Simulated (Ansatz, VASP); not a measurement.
**One calculation of KF, two programs**

File INCAR:

```
SYSTEM = KF
  PREC = Accurate
  ENCUT = 520
  EDIFF = 1E-6
  ISMEAR = 0
  SIGMA = 0.02
  LREAL = .False.
  LASPH = .True.
  NELM = 100
  ALGO = Normal
  ISIF = 2
  LWAVE = .False.
  LCHARG = .False.
  GGA = PE
  NBANDS = 15
```

KPOINTS

```
Automatic mesh
0
Gamma
  8 8 8
  0 0 0
```

POSCAR

```
KF
1.0
    0.0000000000      2.6863862700      2.6863862700
    2.6863862700      0.0000000000      2.6863862700
    2.6863862700      2.6863862700      0.0000000000
K F
1 1
Direct
    0.0000000000      0.0000000000      0.0000000000
    0.5000000000      0.5000000000      0.5000000000
```

Input for Ansatz:

```yaml
crystal:
  lattice:
    - [0.0, 2.68638627, 2.68638627]
    - [2.68638627, 0.0, 2.68638627]
    - [2.68638627, 2.68638627, 0.0]
  atoms:
    - { symbol: K, position: [0.0, 0.0, 0.0] }
    - { symbol: F, position: [0.5, 0.5, 0.5] }
basis:
  ecutwfc: 420
kpoints:
  mp_grid: { grid: [8, 8, 8] }
hamiltonian:
  xc: pbe
scf:
  occupations: { method: gaussian, width: 0.02 }
output:
  forces: true
  stress: true
  eigenvalues: true
```

Alike in both runs: task single point; functional PBE; k mesh 8 × 8 × 8; occupations gaussian, width 0.02 eV; no spin polarisation.

|  | VASP | Ansatz |
| --- | --- | --- |
| version | VASP 6.6.1 | Ansatz 0.2.0 |
| potentials or method | VASP PAW PBE potentials, release 64 (K_sv, F), cutoff 520 eV | scalar-relativistic, plane waves, PAW |
| valence electrons in the cell | 16 | 16 |

|  | VASP | Ansatz | Ansatz less VASP |
| --- | --- | --- | --- |
| gap on the k mesh at the Fermi level (eV) | 6.08 | 6.10 | +0.016 |
| least direct gap on the mesh (eV) | 6.08 | 6.10 | +0.016 |
| pressure (GPa) | 0.9 | 0.8 | -0.03 |

The functional is the same, so the differences come from potentials, cutoffs and numerics.
